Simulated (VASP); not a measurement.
Runs of VASP 6.6.1 on NaH. The structure is that of space group Pm-3m (No. 221), or close to it. The cells are those of the table. 

```tsv
cell	gap on the mesh (eV)	pressure (GPa)
a = 2.985, b = 2.926, c = 2.955 Å, 2 atoms	0.71	-0.5
a = 2.896, b = 3.014, c = 2.955 Å, 2 atoms	0.61	-0.5
a = 3.029, b = 2.881, c = 2.955 Å, 2 atoms	(a)	-0.4
a = 2.837, b = 3.073, c = 2.955 Å, 2 atoms	0.40	-0.4
a = 3.059, b = 2.852, c = 2.955 Å, 2 atoms	0.45	-0.4
a = 3.044, b = 2.866, c = 2.955 Å, 2 atoms	(b)	-0.4
a = 2.970, b = 2.940, c = 2.955 Å, 2 atoms	0.76	-0.5
a = 2.999, b = 2.911, c = 2.955 Å, 2 atoms	(c)	-0.5
```

Alike in all rows: task single point; level PBEsol; potentials or basis VASP PAW PBE potentials, release 64 (Na_pv, H); no spin polarisation; k mesh 10 × 10 × 10; cutoff (eV) 500; smearing gaussian 0.05 eV.

Problem. Estimate the missing entries.

Solution. (a) 0.56; (b) 0.50; (c) 0.66.

Caveats: the PAW data sets were made with another functional, which shifts forces and pressure a little.

A k mesh can miss the band edges.
